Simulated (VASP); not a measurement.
Set up this calculation in VASP 6.6.1, as the native input.

| Item | Value |
| --- | --- |
| Task | single point |
| Functional | PBE |
| Potentials or basis | VASP PAW PBE potentials, release 64 (Hg, Te) |
| Cutoff | 520 eV |
| k mesh | 8 × 5 × 1 |
| Occupations | gaussian, width 0.1 eV |
| Spin | no spin polarisation |
| Dipole correction | yes |
| Further INCAR settings | ALGO = Normal; EDIFF = 1e-07; NBANDS = 56 |

The structure of HgTe lies in POSCAR:

```
HgTe
1.0
    4.7019745464      0.0000000000      0.0000000000
    0.0000000000      6.6495961734      0.0000000000
    0.0000000000      0.0000000000     24.4039490927
Hg Te
5 5
Direct
    0.5000000000      0.5000000000      0.3073273089
    0.0000000000      0.0000000000      0.4036636544
    0.5000000000      0.5000000000      0.5000000000
    0.0000000000      0.0000000000      0.5963363456
    0.5000000000      0.5000000000      0.6926726911
    0.0000000000      0.2500000000      0.3073273089
    0.5000000000      0.7500000000      0.4036636544
    0.0000000000      0.2500000000      0.5000000000
    0.5000000000      0.7500000000      0.5963363456
    0.0000000000      0.2500000000      0.6926726911
```

One way to write it, as run:

INCAR

```
SYSTEM = HgTe
PREC     = Accurate       ! precision mode
ENCUT    = 520            ! plane-wave cutoff, eV
EDIFF    = 1E-7           ! SCF threshold, eV
ISMEAR   = 0              ! smearing method
SIGMA    = 0.1            ! smearing width, eV
LREAL    = .FALSE.        ! projectors in reciprocal space
LASPH    = .TRUE.         ! aspherical terms in the spheres
NELM     = 60             ! most SCF steps
ALGO     = Normal         ! electronic algorithm
ISIF     = 2              ! what is computed and relaxed
LWAVE    = .FALSE.        ! write WAVECAR
LCHARG   = .FALSE.        ! write CHGCAR
LDIPOL   = .TRUE.       
IDIPOL   = 3            
DIPOL    = 0.5 0.5 0.500
GGA      = PE             ! functional
NBANDS   = 56             ! bands
LUSENCCL = .FALSE.
```

KPOINTS

```
Automatic mesh
0
G
  8 5 1
  0 0 0
```

Potentials or basis: VASP PAW PBE potentials, release 64 (Hg, Te).

Run with:

```bash
$ cat potpaw_PBE.64/Hg/POTCAR potpaw_PBE.64/Te/POTCAR > POTCAR
$ mpirun -np 1 vasp_std > vasp.out
```

Results of the run:

```yaml
Largest_force: 1.017 eV/Å
Band_gap_on_the_k_mesh: 0.19 eV, direct
```

Caveat: spin-orbit coupling is left out, which moves the levels of the heavy elements.

It took 3.2 min on 1 × NVIDIA H100 80GB with 1 thread of AMD EPYC 7R13 Processor (Zen 3) (shared host), peak memory 1.9 GiB.
